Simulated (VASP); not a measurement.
A run of VASP 6.6.1:

File POSCAR:

```
ZrTi3C4
1.0
    3.1366241757     -4.4337267798      0.0000000000
    3.1366241757      4.4337267798      0.0000000000
    0.0000000000      0.0000000000      3.1431359600
Zr Ti C
1 3 4
Direct
    0.5000000000      0.5000000000      0.0000000000
    0.0000000000      0.0000000000      0.0000000000
    0.0000000000      0.5000000000      0.5000000000
    0.5000000000      0.0000000000      0.5000000000
    0.7555775240      0.2444224760      0.0000000000
    0.2444224760      0.7555775240      0.0000000000
    0.7613630578      0.7613630578      0.5000000000
    0.2386369422      0.2386369422      0.5000000000
```

File INCAR.step1:

```
  PREC = Accurate
  ENCUT = 520
  ISMEAR = 0
  SIGMA = 0.1
  LREAL = False
  LASPH = True
  NELM = 100
  NBANDS = 42
  GGA = PE
  ALGO = Normal
  EDIFF = 1E-4
  LWAVE = True
  LCHARG = False
```

The input INCAR.step2:

```
  PREC = Accurate
  ENCUT = 520
  EDIFF = 1E-6
  ISMEAR = 0
  SIGMA = 0.1
  LREAL = False
  LASPH = True
  NELM = 100
  ALGO = Normal
  ISIF = 2
  LWAVE = False
  LCHARG = True
  METAGGA = R2SCAN
  LMIXTAU = True
  LELF = True
  LVHAR = True
  NBANDS = 42
  ISTART = 1
```

KPOINTS

```
Automatic mesh
0
Gamma
  8 8 12
```

Potentials or basis: VASP PAW PBE potentials, release 64 (Zr_sv, Ti_sv, C).

Run with:

```sh
$ cat potpaw_PBE.64/Zr_sv/POTCAR potpaw_PBE.64/Ti_sv/POTCAR potpaw_PBE.64/C/POTCAR > POTCAR
$ cp INCAR.step1 INCAR
$ mpirun -np 1 vasp_std > vasp.out
$ cp INCAR.step2 INCAR
$ mpirun -np 1 vasp_std > vasp.out
```

Hardware: 1 thread of Oxide Virtual Turin-like Processor, with other jobs on the host.

Question: Estimate the wall time of this run.

Answer: It took 24 min on 1 thread of Oxide Virtual Turin-like Processor, with other jobs on the host, peak memory 0.5 GiB. Counts: k points 147.
